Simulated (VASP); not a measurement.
**Hg: single point with r2SCAN**

Crystal: Hg.

```xyz
1
Lattice="3.0089 0.0000 0.0000 0.0000 3.0089 0.0000 0.0000 0.0000 3.0089" Properties=species:S:1:pos:R:3 pbc="T T T"
Hg    0.0000    0.0000    0.0000
```

| Item | Value |
| --- | --- |
| Program | VASP 6.6.1 |
| Task | single point |
| Functional | r2SCAN |
| Potentials or basis | VASP PAW PBE potentials, release 64 (Hg) |
| Cutoff | 520 eV |
| k mesh | 12 × 12 × 12 |
| Occupations | fermi-dirac, width 0.1 eV |
| Spin | no spin polarisation |
| Dipole correction | no |
| Further INCAR settings | ALGO = Normal; EDIFF = 1e-07; NBANDS = 12 |

The pressure is 0.5 GPa. The band gap on the k mesh is zero (bands 6 and 7 overlap by 6.35 eV).

Levels at points of the mesh, in eV from the Fermi level:
| k point | band 3 | band 4 | band 5 | band 6 | band 7 | band 8 | band 9 | band 10 |
| --- | --- | --- | --- | --- | --- | --- | --- | --- |
| (0.00, 0.00, 0.00) | -8.44 | -6.34 | -6.34 | -6.34 | 10.31 | 10.31 | 10.31 | 13.82 |
| (0.50, 0.00, 0.00) | -7.00 | -7.00 | -6.28 | -3.00 | -1.67 | 14.24 | 14.24 | 15.01 |
| (0.50, 0.50, 0.00) | -6.89 | -6.89 | -5.72 | 0.57 | 1.58 | 1.58 | 7.56 | 18.38 |
| (0.50, 0.50, 0.50) | -7.91 | -5.68 | -5.68 | 4.67 | 4.90 | 4.90 | 4.90 | 8.99 |

Run time: 24 s on 1 thread of Intel(R) Xeon(R) 6975P-C (Granite Rapids) (shared host), peak memory 0.16 GiB.

Caveat: the PAW data sets were made with another functional, which shifts forces and pressure a little; spin-orbit coupling is left out, which moves the levels of the heavy elements.
